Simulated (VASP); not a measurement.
# Al3Cu (P4/mmm) in VASP: a series of runs

The runs below take Al3Cu through single point, with r2SCAN.

Program: VASP 6.6.1. These are calculated values, not measurements. Logs are shortened: lines on timing, memory, paths and dates and some standing lists are left out, and cuts for length are marked.

**1. The cell of the first run**

The structure is tetragonal, space group P4/mmm (No. 123). Conventional cell: a = 3.889 Å, b = 3.889 Å, c = 4.181 Å, α = 90.00°, β = 90.00°, γ = 90.00°. Al (site symmetry 4/mmm) has 4 Cu at 2.75 Å and 8 Al at 2.86 Å within 3.6 Å. Within 3.6 Å of Al (site symmetry mmm) lie 8 Al at 2.75 to 2.86 Å and 4 Cu at 2.86 Å. Cu (site symmetry 4/mmm) has 12 Al at 2.75 to 2.86 Å within 3.6 Å.

**2. Single point, r2SCAN (strain +0.0750 x Voigt [1, 0, 0, 0, 0, 0])**

File POSCAR:

```
Al3Cu
1.0
    4.1808047191      0.0000000000      0.0000000000
    0.0000000000      3.8891206689      0.0000000000
    0.0000000000      0.0000000000      3.8891206689
Al Cu
3 1
Direct
    0.0000000000      0.5000000000      0.5000000000
    0.5000000000      0.0000000000      0.5000000000
    0.5000000000      0.5000000000      0.0000000000
    0.0000000000      0.0000000000      0.0000000000
```

File INCAR.step1:

```
SYSTEM = Al3Cu
PREC = Accurate ; ENCUT = 520
ISMEAR = 0 ; SIGMA = 0.15
LREAL = .FALSE. ; LASPH = .TRUE.
NELM = 100 ; NBANDS = 18
GGA = PE ; ALGO = Normal
EDIFF = 1E-4 ; LWAVE = .TRUE.
LCHARG = .FALSE.
```

File INCAR.step2:

```
SYSTEM = Al3Cu
PREC = Accurate ; ENCUT = 520
EDIFF = 1E-6 ; ISMEAR = 0
SIGMA = 0.15 ; LREAL = .FALSE.
LASPH = .TRUE. ; NELM = 100
ALGO = Normal ; ISIF = 2
LWAVE = .FALSE. ; LCHARG = .TRUE.
METAGGA = R2SCAN ; LMIXTAU = .TRUE.
LELF = .TRUE. ; LVHAR = .TRUE.
NBANDS = 18 ; ISTART = 1
```

File KPOINTS:

```
regular mesh
0
G
  12 12 12
  0 0 0
```

Potentials or basis: VASP PAW PBE potentials, release 64 (Al, Cu).

Run with:

```console
$ cat potpaw_PBE.64/Al/POTCAR potpaw_PBE.64/Cu/POTCAR > POTCAR
$ cp INCAR.step1 INCAR
$ mpirun -np 1 vasp_std > vasp.out
$ cp INCAR.step2 INCAR
$ mpirun -np 1 vasp_std > vasp.out
```

OUTCAR:

```text
SYSTEM = Al3Cu
   PREC = Accurate
   ENCUT = 520
   EDIFF = 1E-6
   ISMEAR = 0
   LREAL = .FALSE.
   LASPH = .TRUE.
   NELM = 100
   ISIF = 2
   METAGGA = R2SCAN
   ISTART = 1

 ion  position               nearest neighbor table
   1  0.000  0.500  0.500-   4 2.75   4 2.75   4 2.75   4 2.75   3 2.86   2 2.86   2 2.86   3 2.86
                             2 2.86   3 2.86   3 2.86   2 2.86
   2  0.500  0.000  0.500-   3 2.75   3 2.75   3 2.75   3 2.75   4 2.86   1 2.86   4 2.86   1 2.86
                             1 2.86   4 2.86   4 2.86   1 2.86
   3  0.500  0.500  0.000-   2 2.75   2 2.75   2 2.75   2 2.75   1 2.86   4 2.86   4 2.86   1 2.86
                             1 2.86   4 2.86   1 2.86   4 2.86
   4  0.000  0.000  0.000-   1 2.75   1 2.75   1 2.75   1 2.75   2 2.86   3 2.86   3 2.86   2 2.86
                             2 2.86   3 2.86   2 2.86   3 2.86

  LATTYP: Found a simple tetragonal cell.
 ALAT       =     3.8891206689
 C/A-ratio  =     1.0750000000

  Lattice vectors:

 A1 = (   0.0000000000,   3.8891206689,   0.0000000000)
 A2 = (   0.0000000000,   0.0000000000,   3.8891206689)
 A3 = (   4.1808047191,   0.0000000000,   0.0000000000)

Analysis of symmetry for initial positions (statically):
=====================================================================
 Subroutine PRICEL returns:
 Original cell was already a primitive cell.

 Routine SETGRP: Setting up the symmetry group for a
 simple tetragonal supercell.

 Subroutine GETGRP returns: Found 16 space group operations
 (whereof 16 operations were pure point group operations)
 out of a pool of 16 trial point group operations.

The static configuration has the point symmetry D_4h.

Analysis of symmetry for dynamics (positions and initial velocities):
=====================================================================
 Subroutine PRICEL returns:
 Original cell was already a primitive cell.

 Routine SETGRP: Setting up the symmetry group for a
 simple tetragonal supercell.

 Subroutine GETGRP returns: Found 16 space group operations
 (whereof 16 operations were pure point group operations)
 out of a pool of 16 trial point group operations.

The dynamic configuration has the point symmetry D_4h.

 Subroutine INISYM returns: Found 16 space group operations
 (whereof 16 operations are pure point group operations),
[... 98 lines left out ...]
   ENCUT  =  520.0 eV  38.22 Ry    6.18 a.u.   7.77  7.23  7.23*2*pi/ulx,y,z
   NELM   =    100;   NELMIN=  2; NELMDL=  0     # of ELM steps
   EDIFF  = 0.1E-05   stopping-criterion for ELM
   LREAL  =      F    real-space projection
   EDIFFG = 0.1E-04   stopping-criterion for IOM
   NSW    =      0    number of steps for IOM
   IBRION =     -1    ionic relax: 0-MD 1-quasi-New 2-CG
   NFREE  =      0    steps in history (QN), initial steepest desc. (CG)
   ISIF   =      2    stress and relaxation
   ISYM   =      2    0-nonsym 1-usesym 2-fastsym
   POTIM  = 0.5000    time-step for ionic-motion
   TEBEG  =    0.0;   TEEND  =   0.0 temperature during run
   PSTRESS=    0.0 pullay stress
   NELECT =      20.0000    total number of electrons
   NUPDOWN=      -1.0000    fix difference up-down
   EMIN   =  10.00;   EMAX   =-10.00  energy-range for DOS
   EFERMI =   0.00;   METHOD = LEGACY
   ISMEAR =     0;   SIGMA  =   0.15  broadening in eV -4-tet -1-fermi 0-gaus
   EFERMI_NEDOS =   21; number of points for ismear=-14 and -15
   IALGO  =     38    algorithm
   IMIX   =      4    mixing-type and parameters
     AMIX     =   0.40;   BMIX     =  1.00
     AMIX_MAG =   1.60;   BMIX_MAG =  1.00
  volume/ion in A,a.u.               =      15.81       106.68
  Fermi-wavevector in a.u.,A,eV,Ry     =   1.115400  2.107800 16.927238  1.244117
  Thomas-Fermi vector in A             =   2.252004
   LORBIT       =      0    0 simple, 1 ext, 2 COOP (PROOUT), +10 PAW based schemes
   METAGGA = R2SCAN    functional components
   LHFCALC =     F    Hartree Fock is set to
   AEXX    =    0.0000 exact exchange contribution
   IVDW    =     0    specifies the selected vdW correction
   LEPSILON=     F    determine dielectric tensor
   LRPA    =     F    only Hartree local field effects (RPA)
 non-spin polarized calculation
 Gauss-broadening in eV      SIGMA  =   0.15
  energy-cutoff  :      520.00
  volume of cell :       63.24
 maximum number of plane-waves:      1732
 NGX is ok and might be reduce to    32
   NGX = 15   NGY = 15   NGZ = 15

 number of electron      20.0000000 magnetization

 Free energy of the ion-electron system (eV)
  ---------------------------------------------------
  ext. energy  EPLUGINS =         0.00000000
  ---------------------------------------------------
  free energy    TOTEN  =       -30.99251764 eV

  energy without entropy =      -30.97277450  energy(sigma->0) =      -30.98264607

 E-fermi :   7.6573     XC(G=0): -11.3444

 val. band max:        7.6472709928   @ k =   0.0000   0.3333   0.0833
 cond. band min:       7.6610933664   @ k =   0.5000   0.5000   0.2500
 fundamental gap:      0.0138223736
 Fermi energy:         7.6572912697

 k-point     1 :       0.0000    0.0000    0.0000
  band No.  band energies     occupation
      1      -3.7334      2.00000
      2       3.3415      2.00000
      3       3.5553      2.00000
      4       4.1773      2.00000
      5       4.1886      2.00000
      6       4.1886      2.00000
[... 481 lines left out ...]
      5       3.9684      2.00000
      6       4.1443      2.00000
[... 10 lines left out ...]
     17      14.2248      0.00000
     18      14.4617      0.00000

 [... further k-points ...]

------------------------ aborting loop because EDIFF is reached ----------------------------------------

  FORCE on cell =-STRESS in cart. coord.  units (eV):
  Direction    XX          YY          ZZ          XY          YZ          ZX
  --------------------------------------------------------------------------------------
  -------------------------------------------------------------------------------------
  Total       -4.3636275     -1.5814124     -1.5814124      0.0000000      0.0000000     -0.0000000
  in kB     -110.5593653    -40.0675688    -40.0675688      0.0000000      0.0000000     -0.0000000
  external PRESSURE =     -63.5648343 kB  Pullay stress =       0.0000000 kB

 VOLUME and BASIS-vectors are now :
 -----------------------------------------------------------------------------
  energy-cutoff  :      520.00
  volume of cell :       63.24
      direct lattice vectors                 reciprocal lattice vectors
     4.180804719  0.000000000  0.000000000     0.239188402  0.000000000  0.000000000
     0.000000000  3.889120669  0.000000000     0.000000000  0.257127532  0.000000000
     0.000000000  0.000000000  3.889120669     0.000000000  0.000000000  0.257127532

 POSITION                                       TOTAL-FORCE (eV/Angst)
 -----------------------------------------------------------------------------------
      0.00000      1.94456      1.94456         0.000000      0.000000      0.000000
      2.09040      0.00000      1.94456         0.000000      0.000000      0.000000
      2.09040      1.94456      0.00000         0.000000      0.000000      0.000000
      0.00000      0.00000      0.00000         0.000000      0.000000      0.000000
 -----------------------------------------------------------------------------------
    total drift:                                0.000000      0.000000     -0.000000

  FREE ENERGIE OF THE ION-ELECTRON SYSTEM (eV)
  ---------------------------------------------------
  free  energy   TOTEN  =       -30.9925176355 eV

  energy  without entropy=      -30.9727744989  energy(sigma->0) =      -30.98264607
```

OUTCAR.step1:

```text
SYSTEM = Al3Cu
   PREC = Accurate
   ENCUT = 520
   ISMEAR = 0
   LREAL = .FALSE.
   LASPH = .TRUE.
[... 738 lines left out ...]
      2.09040      0.00000      1.94456         0.000000      0.000000      0.000000
      2.09040      1.94456      0.00000         0.000000      0.000000      0.000000
      0.00000      0.00000      0.00000         0.000000      0.000000      0.000000
 -----------------------------------------------------------------------------------
    total drift:                               -0.000000      0.000000      0.000000

  FREE ENERGIE OF THE ION-ELECTRON SYSTEM (eV)
  ---------------------------------------------------
  free  energy   TOTEN  =       -15.0341955888 eV

  energy  without entropy=      -15.0137222256  energy(sigma->0) =      -15.02395891
```

It took 12 min on 1 thread of Intel Xeon Platinum 8259CL at 2.50GHz (Skylake/Cascade Lake), shared host; peak memory 0.32 GiB.

What came out:

```
Free energy            : -30.9925 eV
Pressure               : -6.4 GPa
Band gap on the k mesh : zero (bands 10 and 11 overlap by 3.66 eV)
```

Caveat: the cell differs from its parent crystal (strain +0.0750 x Voigt [1, 0, 0, 0, 0, 0]); the cell stands under tension; the PAW data sets were made with another functional, which shifts forces and pressure a little.

**3. Single point, r2SCAN (strain +0.1000 x Voigt [1, 0, 0, 0, 0, 0])**

POSCAR: that of step 2 with these lines changed.

```diff
@@ -2,3 +2,3 @@
 1.0
-    4.1808047191      0.0000000000      0.0000000000
+    4.2780327358      0.0000000000      0.0000000000
     0.0000000000      3.8891206689      0.0000000000
```

File INCAR.step1:

```
SYSTEM = Al3Cu
  ALGO = Normal
  EDIFF = 1E-4
  ENCUT = 520
  GGA = PE
  ISMEAR = 0
  LASPH = .True.
  LCHARG = .False.
  LREAL = .False.
  LWAVE = .True.
  NBANDS = 18
  NELM = 100
  PREC = Accurate
  SIGMA = 0.15
```

File INCAR.step2:

```
SYSTEM = Al3Cu
  ALGO = Normal
  EDIFF = 1E-6
  ENCUT = 520
  ISIF = 2
  ISMEAR = 0
  ISTART = 1
  LASPH = .True.
  LCHARG = .True.
  LELF = .True.
  LMIXTAU = .True.
  LREAL = .False.
  LVHAR = .True.
  LWAVE = .False.
  METAGGA = R2SCAN
  NBANDS = 18
  NELM = 100
  PREC = Accurate
  SIGMA = 0.15
```

File KPOINTS:

```
k-points
0
Gamma
  12 12 12
  0 0 0
```

Potentials or basis: VASP PAW PBE potentials, release 64 (Al, Cu).

Run with:

```console
$ cat potpaw_PBE.64/Al/POTCAR potpaw_PBE.64/Cu/POTCAR > POTCAR
$ cp INCAR.step1 INCAR
$ mpirun -np 1 vasp_std > vasp.out
$ cp INCAR.step2 INCAR
$ mpirun -np 1 vasp_std > vasp.out
```

It took 11 min on 1 thread of Intel Xeon Platinum 8259CL at 2.50GHz (Skylake/Cascade Lake), shared host; peak memory 0.33 GiB.

Results (log left out):

```yaml
Free_energy: -30.8828 eV
Pressure: -8.1 GPa
Band_gap_on_the_k_mesh: zero (bands 10 and 11 overlap by 3.76 eV)
```

Stress tensor (GPa, compression positive):
```
-13.09   0.00   0.00
  0.00  -5.54   0.00
  0.00   0.00  -5.54
```

Levels at points of the mesh, in eV from the Fermi level:
| k point | band 8 | band 9 | band 10 | band 11 | band 12 | band 13 |
| --- | --- | --- | --- | --- | --- | --- |
| (0.00, 0.00, 0.00) | -1.83 | -1.83 | -1.02 | 0.55 | 1.11 | 6.12 |
| (0.50, 0.00, 0.00) | 0.43 | 0.43 | 0.69 | 0.69 | 1.17 | 2.40 |
| (0.00, 0.50, 0.00) | -0.39 | -0.21 | 0.14 | 0.95 | 0.99 | 1.52 |
| (0.50, 0.50, 0.00) | -3.11 | -2.91 | 1.82 | 3.08 | 3.55 | 3.98 |
| (0.00, 0.50, 0.50) | -3.04 | -2.96 | 0.89 | 2.52 | 2.52 | 2.88 |
| (0.50, 0.50, 0.50) | -3.22 | -3.16 | -2.18 | -1.94 | -1.94 | -1.72 |

Caveat: the cell differs from its parent crystal (strain +0.1000 x Voigt [1, 0, 0, 0, 0, 0]); the cell stands under tension; the PAW data sets were made with another functional, which shifts forces and pressure a little.
